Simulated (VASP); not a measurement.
Here is a VASP 6.6.1 calculation.

INCAR

```
SYSTEM = TePb
ALGO = Normal
EDIFF = 1E-6
ENCUT = 520
GGA = PE
ISIF = 2
ISMEAR = 0
LASPH = .TRUE.
LCHARG = .FALSE.
LREAL = .FALSE.
LWAVE = .FALSE.
NBANDS = 17
NELM = 100
PREC = Accurate
SIGMA = 0.01
```

The input KPOINTS:

```
k-points
0
G
  6 6 6
  0 0 0
```

The input POSCAR:

```
TePb
1.0
    0.0000000000      3.2189740922      3.2189740922
    3.2189740922      0.0000000000      3.2189740922
    3.2189740922      3.2189740922      0.0000000000
Te Pb
1 1
Direct
    0.5000000000      0.5000000000      0.5000000000
    0.0000000000      0.0000000000      0.0000000000
```

Potentials or basis: VASP PAW PBE potentials, release 64 (Te, Pb_d).

Run with:

```bash
$ cat potpaw_PBE.64/Te/POTCAR potpaw_PBE.64/Pb_d/POTCAR > POTCAR
$ mpirun -np 1 vasp_std > vasp.out
```

(1) Predict the pressure.

(2) Predict the band gap on the k mesh.

Results:

(1) 2.6 GPa.

(2) 0.71 eV, direct.

Caveat: spin-orbit coupling is left out, which moves the levels of the heavy elements.
